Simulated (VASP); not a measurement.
Here is a VASP 6.6.1 calculation.

File INCAR:

```
PREC = Accurate
ENCUT = 520
EDIFF = 1E-8
ISMEAR = 0
SIGMA = 0.01
LREAL = False
LASPH = True
NELM = 100
ALGO = Normal
ISIF = 2
LWAVE = False
LCHARG = False
NBANDS = 26
IBRION = 8
NSW = 1
```

The input KPOINTS:

```
Automatic mesh
0
Gamma
  8 8 4
```

POSCAR

```
ZnO
1.0
    3.1871458518      0.0000000000      0.0000000000
   -1.5935729259      2.7601492732      0.0000000000
    0.0000000000      0.0000000000      5.1524051692
Zn O
2 2
Direct
    0.3333333333      0.6666666667      0.5002826654
    0.6666666667      0.3333333333      0.0002826654
    0.6666666667      0.3333333333      0.3787273346
    0.3333333333      0.6666666667      0.8787273346
```

Potentials or basis: VASP PAW LDA potentials, release 64 (Zn, O).

The run is started by

```console
$ cat potpaw_LDA.64/Zn/POTCAR potpaw_LDA.64/O/POTCAR > POTCAR
$ mpirun -np 1 vasp_std > vasp.out
```

Question: What does it give for the highest phonon frequency at Γ, LO-TO splitting left out?

Answer: 561 cm⁻¹.

Phonon frequencies in cm⁻¹ (negative: imaginary):
```csv
q point,frequencies
"(0.000, 0.000, 0.000)",0 0 0 89 89 263 401 420 420 453 453 561
```

Caveat: the cell stands under pressure or tension, which shifts response properties.
